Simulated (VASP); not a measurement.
# AlNi (Pm-3m) in VASP: single point with PBEsol

Aim: the single point of AlNi with PBEsol.

Program: VASP 6.6.1. These are calculated values, not measurements. Logs are shortened: lines on timing, memory, paths and dates and some standing lists are left out, and cuts for length are marked.

### Step 1. The cell of the first run

The structure is cubic, space group Pm-3m (No. 221). Conventional cell: a = 2.881 Å, b = 2.881 Å, c = 2.881 Å, α = 90.00°, β = 90.00°, γ = 90.00°. Within 3.3 Å of Al (site symmetry m-3m) lie 8 Ni at 2.50 Å and 6 Al at 2.88 Å. Ni (site symmetry m-3m) has 8 Al at 2.50 Å and 6 Ni at 2.88 Å within 3.3 Å.

### Step 2. Single point, PBEsol, collinear spin, ferromagnetic start

INCAR

```
SYSTEM = AlNi
ALGO = Normal
EDIFF = 1E-6
ENCUT = 520
GGA = PS
ISIF = 2
ISMEAR = 0
ISPIN = 2
LASPH = .True.
LCHARG = .False.
LMAXMIX = 4
LORBIT = 11
LREAL = .False.
LWAVE = .False.
MAGMOM = 0 2
NBANDS = 18
NELM = 150
PREC = Accurate
SIGMA = 0.05
```

KPOINTS

```
k-points
0
Gamma
  14 14 14
  0 0 0
```

POSCAR

```
AlNi
1.0
    2.8810000000      0.0000000000      0.0000000000
    0.0000000000      2.8810000000      0.0000000000
    0.0000000000      0.0000000000      2.8810000000
Al Ni
1 1
Direct
    0.0000000000      0.0000000000      0.0000000000
    0.5000000000      0.5000000000      0.5000000000
```

Potentials or basis: VASP PAW PBE potentials, release 64 (Al, Ni).

Command:

```
$ cat potpaw_PBE.64/Al/POTCAR potpaw_PBE.64/Ni/POTCAR > POTCAR
$ mpirun -np 1 vasp_std > vasp.out
```

OUTCAR:

```text
SYSTEM = AlNi
   EDIFF = 1E-6
   ENCUT = 520
   GGA = PS
   ISIF = 2
   ISMEAR = 0
   ISPIN = 2
   LASPH = .True.
   LORBIT = 11
   LREAL = .False.
   NELM = 150
   PREC = Accurate

 ion  position               nearest neighbor table
   1  0.000  0.000  0.000-   2 2.50   2 2.50   2 2.50   2 2.50   2 2.50   2 2.50   2 2.50   2 2.50

   2  0.500  0.500  0.500-   1 2.50   1 2.50   1 2.50   1 2.50   1 2.50   1 2.50   1 2.50   1 2.50

  LATTYP: Found a simple cubic cell.
 ALAT       =     2.8810000000

  Lattice vectors:

 A1 = (   2.8810000000,   0.0000000000,   0.0000000000)
 A2 = (   0.0000000000,   2.8810000000,   0.0000000000)
 A3 = (   0.0000000000,   0.0000000000,   2.8810000000)

Analysis of symmetry for initial positions (statically):
=====================================================================
 Subroutine PRICEL returns:
 Original cell was already a primitive cell.

 Routine SETGRP: Setting up the symmetry group for a
 simple cubic supercell.

 Subroutine GETGRP returns: Found 48 space group operations
 (whereof 48 operations were pure point group operations)
 out of a pool of 48 trial point group operations.

The static configuration has the point symmetry O_h .

Analysis of symmetry for dynamics (positions and initial velocities):
=====================================================================
 Subroutine PRICEL returns:
 Original cell was already a primitive cell.

 Routine SETGRP: Setting up the symmetry group for a
 simple cubic supercell.

 Subroutine GETGRP returns: Found 48 space group operations
 (whereof 48 operations were pure point group operations)
 out of a pool of 48 trial point group operations.

The dynamic configuration has the point symmetry O_h .

Analysis of structural, dynamic, and magnetic symmetry:
=====================================================================
 Subroutine PRICEL returns:
 Original cell was already a primitive cell.

 Routine SETGRP: Setting up the symmetry group for a
 simple cubic supercell.

 Subroutine GETGRP returns: Found 48 space group operations
 (whereof 48 operations were pure point group operations)
 out of a pool of 48 trial point group operations.

The overall configuration has the point symmetry O_h .

 Subroutine INISYM returns: Found 48 space group operations
 (whereof 48 operations are pure point group operations),
 and found     1 'primitive' translations

----------------------------------------------------------------------------------------

                                     Primitive cell

  volume of cell :      23.9128

  direct lattice vectors                    reciprocal lattice vectors
     2.881000000  0.000000000  0.000000000     0.347101701  0.000000000  0.000000000
     0.000000000  2.881000000  0.000000000     0.000000000  0.347101701  0.000000000
     0.000000000  0.000000000  2.881000000     0.000000000  0.000000000  0.347101701

  length of vectors
     2.881000000  2.881000000  2.881000000     0.347101701  0.347101701  0.347101701

  position of ions in fractional coordinates (direct lattice)
     0.000000000  0.000000000  0.000000000
     0.500000000  0.500000000  0.500000000

  ion indices of the primitive-cell ions
   primitive index   ion index
                 1           1
                 2           2

----------------------------------------------------------------------------------------

 KPOINTS: k-points

Automatic generation of k-mesh.
 Grid dimensions read from file:
 generate k-points for:   14   14   14

 Generating k-lattice:

  Cartesian coordinates                     Fractional coordinates (reciprocal lattice)
     0.024792979  0.000000000  0.000000000     0.071428571  0.000000000  0.000000000
     0.000000000  0.024792979  0.000000000     0.000000000  0.071428571  0.000000000
     0.000000000  0.000000000  0.024792979     0.000000000  0.000000000  0.071428571

  Length of vectors
     0.024792979  0.024792979  0.024792979

  Shift w.r.t. Gamma in fractional coordinates (k-lattice)
     0.000000000  0.000000000  0.000000000

 Subroutine IBZKPT returns following result:
 ===========================================

 Found    120 irreducible k-points:

 Following reciprocal coordinates:
            Coordinates               Weight
  0.000000  0.000000  0.000000      1.000000
  0.071429  0.000000  0.000000      6.000000
  0.142857  0.000000  0.000000      6.000000
  0.214286  0.000000  0.000000      6.000000
  0.285714  0.000000  0.000000      6.000000
  0.357143  0.000000  0.000000      6.000000
[... 16 lines left out ...]
  0.285714  0.214286  0.000000     24.000000
  0.357143  0.214286  0.000000     24.000000
 [... further k-points ...]
   k-points           NKPTS =    120   k-points in BZ     NKDIM =    120   number of bands    NBANDS=     18
   number of dos      NEDOS =    301   number of ions     NIONS =      2
   total plane-waves  NPLWV =  13824
   dimension x,y,z NGX =    24 NGY =   24 NGZ =   24
   dimension x,y,z NGXF=    48 NGYF=   48 NGZF=   48
   ions per type =               1   1
   NGX,Y,Z   is equivalent  to a cutoff of  13.85, 13.85, 13.85 a.u.
   NGXF,Y,Z  is equivalent  to a cutoff of  27.70, 27.70, 27.70 a.u.
 SYSTEM =  AlNi
   PREC   = accura    normal or accurate (medium, high low for compatibility)
   ISTART =      0    job   : 0-new  1-cont  2-samecut
   ICHARG =      2    charge: 1-file 2-atom 10-const
   ISPIN  =      2    spin polarized calculation?
   LNONCOLLINEAR =      F non collinear calculations
   LSORBIT =      F    spin-orbit coupling
   LASPH  =      T    aspherical Exc in radial PAW
   ENCUT  =  520.0 eV  38.22 Ry    6.18 a.u.   5.36  5.36  5.36*2*pi/ulx,y,z
   NELM   =    150;   NELMIN=  2; NELMDL= -5     # of ELM steps
   EDIFF  = 0.1E-05   stopping-criterion for ELM
   LREAL  =      F    real-space projection
   EDIFFG = 0.1E-04   stopping-criterion for IOM
   NSW    =      0    number of steps for IOM
   IBRION =     -1    ionic relax: 0-MD 1-quasi-New 2-CG
   NFREE  =      0    steps in history (QN), initial steepest desc. (CG)
   ISIF   =      2    stress and relaxation
   ISYM   =      2    0-nonsym 1-usesym 2-fastsym
   POTIM  = 0.5000    time-step for ionic-motion
   TEBEG  =    0.0;   TEEND  =   0.0 temperature during run
   PSTRESS=    0.0 pullay stress
   NELECT =      13.0000    total number of electrons
   NUPDOWN=      -1.0000    fix difference up-down
   EMIN   =  10.00;   EMAX   =-10.00  energy-range for DOS
   EFERMI =   0.00;   METHOD = LEGACY
   ISMEAR =     0;   SIGMA  =   0.05  broadening in eV -4-tet -1-fermi 0-gaus
   EFERMI_NEDOS =   21; number of points for ismear=-14 and -15
   IALGO  =     38    algorithm
   IMIX   =      4    mixing-type and parameters
     AMIX     =   0.40;   BMIX     =  1.00
     AMIX_MAG =   1.60;   BMIX_MAG =  1.00
  volume/ion in A,a.u.               =      11.96        80.69
  Fermi-wavevector in a.u.,A,eV,Ry     =   1.336122  2.524904 24.289410  1.785221
  Thomas-Fermi vector in A             =   2.464773
   LORBIT       =     11    0 simple, 1 ext, 2 COOP (PROOUT), +10 PAW based schemes
   GGA     = PS    functional components
   LHFCALC =     F    Hartree Fock is set to
   AEXX    =    0.0000 exact exchange contribution
   IVDW    =     0    specifies the selected vdW correction
   LEPSILON=     F    determine dielectric tensor
   LRPA    =     F    only Hartree local field effects (RPA)
 spin polarized calculation
 Gauss-broadening in eV      SIGMA  =   0.05
  energy-cutoff  :      520.00
  volume of cell :       23.91
 maximum number of plane-waves:       660
 NGX is ok and might be reduce to    24
   NGX = 11   NGY = 11   NGZ = 11

 number of electron      13.0000015 magnetization       0.0004872

 number of electron      13.0000015 magnetization      -0.0001841

 Free energy of the ion-electron system (eV)
  ---------------------------------------------------
  ext. energy  EPLUGINS =         0.00000000
  ---------------------------------------------------
  free energy    TOTEN  =       -11.58075838 eV

  energy without entropy =      -11.57919617  energy(sigma->0) =      -11.57997727

 E-fermi :   9.8651     XC(G=0): -12.1659

 val. band max:        9.8644138695   @ k =   0.3571   0.1429   0.1429
 cond. band min:       9.9084786315   @ k =   0.3571   0.2857   0.0714
 fundamental gap:      0.0440647620
 Fermi energy:         9.8650763887

 spin component 1

 k-point     1 :       0.0000    0.0000    0.0000
  band No.  band energies     occupation
      1      -1.2337      1.00000
      2       6.6626      1.00000
      3       6.6626      1.00000
      4       8.3572      1.00000
      5       8.3572      1.00000
      6       8.3572      1.00000
[... 10 lines left out ...]
     17      33.2534      0.00000
     18      33.2534      0.00000

 k-point     2 :       0.0714    0.0000    0.0000
  band No.  band energies     occupation
      1      -1.1398      1.00000
      2       6.6558      1.00000
      3       6.6847      1.00000
      4       8.3162      1.00000
      5       8.3162      1.00000
      6       8.3616      1.00000
[... 10 lines left out ...]
     17      33.3651      0.00000
     18      33.8083      0.00000

 k-point     3 :       0.1429    0.0000    0.0000
  band No.  band energies     occupation
      1      -0.8591      1.00000
      2       6.6110      1.00000
      3       6.7474      1.00000
      4       8.2057      1.00000
      5       8.2057      1.00000
      6       8.3738      1.00000
[... 412 lines left out ...]
 k-point    23 :       0.2857    0.2143    0.0000
  band No.  band energies     occupation
      1       1.0344      1.00000
      2       6.3306      1.00000
      3       6.8719      1.00000
      4       7.6225      1.00000
      5       7.9488      1.00000
      6       8.1461      1.00000
[... 10 lines left out ...]
     17      32.2237      0.00000
     18      34.9584      0.00000

 k-point    24 :       0.3571    0.2143    0.0000
  band No.  band energies     occupation
      1       1.8027      1.00000
      2       5.6571      1.00000
      3       7.0422      1.00000
      4       7.5777      1.00000
      5       7.8282      1.00000
      6       8.1662      1.00000
[... 10 lines left out ...]
     17      32.2434      0.00000
     18      34.3931      0.00000

 [... further k-points ...]

 spin component 2

 k-point     1 :       0.0000    0.0000    0.0000
  band No.  band energies     occupation
      1      -1.2338      1.00000
      2       6.6626      1.00000
      3       6.6626      1.00000
      4       8.3573      1.00000
      5       8.3573      1.00000
      6       8.3573      1.00000
[... 10 lines left out ...]
     17      33.2533      0.00000
     18      33.2533      0.00000

 k-point     2 :       0.0714    0.0000    0.0000
  band No.  band energies     occupation
      1      -1.1398      1.00000
      2       6.6557      1.00000
      3       6.6847      1.00000
      4       8.3163      1.00000
      5       8.3163      1.00000
      6       8.3616      1.00000
[... 10 lines left out ...]
     17      33.3650      0.00000
     18      33.8082      0.00000

 k-point     3 :       0.1429    0.0000    0.0000
  band No.  band energies     occupation
      1      -0.8591      1.00000
      2       6.6110      1.00000
      3       6.7473      1.00000
      4       8.2057      1.00000
      5       8.2057      1.00000
      6       8.3738      1.00000
[... 412 lines left out ...]
 k-point    23 :       0.2857    0.2143    0.0000
  band No.  band energies     occupation
      1       1.0344      1.00000
      2       6.3305      1.00000
      3       6.8718      1.00000
      4       7.6225      1.00000
      5       7.9488      1.00000
      6       8.1462      1.00000
[... 10 lines left out ...]
     17      32.2236      0.00000
     18      34.9583      0.00000

 k-point    24 :       0.3571    0.2143    0.0000
  band No.  band energies     occupation
      1       1.8027      1.00000
      2       5.6570      1.00000
      3       7.0421      1.00000
      4       7.5777      1.00000
      5       7.8282      1.00000
      6       8.1662      1.00000
[... 10 lines left out ...]
     17      32.2433      0.00000
     18      34.3931      0.00000

 [... further k-points ...]
[... 5 lines left out ...]
  --------------------------------------------------------------------------------------
  -------------------------------------------------------------------------------------
  Total       -0.4617862     -0.4617862     -0.4617862      0.0000000     -0.0000000      0.0000000
  in kB      -30.9401050    -30.9401050    -30.9401050      0.0000000     -0.0000000      0.0000000
  external PRESSURE =     -30.9401050 kB  Pullay stress =       0.0000000 kB

 VOLUME and BASIS-vectors are now :
 -----------------------------------------------------------------------------
  energy-cutoff  :      520.00
  volume of cell :       23.91
      direct lattice vectors                 reciprocal lattice vectors
     2.881000000  0.000000000  0.000000000     0.347101701  0.000000000  0.000000000
     0.000000000  2.881000000  0.000000000     0.000000000  0.347101701  0.000000000
     0.000000000  0.000000000  2.881000000     0.000000000  0.000000000  0.347101701

 POSITION                                       TOTAL-FORCE (eV/Angst)
 -----------------------------------------------------------------------------------
      0.00000      0.00000      0.00000         0.000000      0.000000      0.000000
      1.44050      1.44050      1.44050         0.000000      0.000000      0.000000
 -----------------------------------------------------------------------------------
    total drift:                                0.000000      0.000000     -0.000000

  FREE ENERGIE OF THE ION-ELECTRON SYSTEM (eV)
  ---------------------------------------------------
  free  energy   TOTEN  =       -11.5807583773 eV

  energy  without entropy=      -11.5791961674  energy(sigma->0) =      -11.57997727

 total charge

# of ion       s       p       d       tot
------------------------------------------
    1        0.383   0.413   0.000   0.796
    2        0.480   0.519   8.478   9.478
--------------------------------------------------
tot          0.863   0.932   8.478  10.273

 magnetization (x)

# of ion       s       p       d       tot
------------------------------------------
    1        0.000  -0.000   0.000  -0.000
    2       -0.000  -0.000  -0.000  -0.000
--------------------------------------------------
tot          0.000  -0.000  -0.000  -0.000
```

Wall time 80 s (1 thread of AMD EPYC 7R43 (Zen 3), shared host); peak memory 0.17 GiB.

Results:

```yaml
Free_energy: -11.5808 eV
Pressure: -3.1 GPa
Net_moment: 0.00 μB per cell
Valence_electrons_inside_the_program's_atomic_spheres: Al 0.80; Ni 9.48
```

Caveat: the starting moments collapsed, and a magnetic state may lie lower; the PAW data sets were made with another functional, which shifts forces and pressure a little.
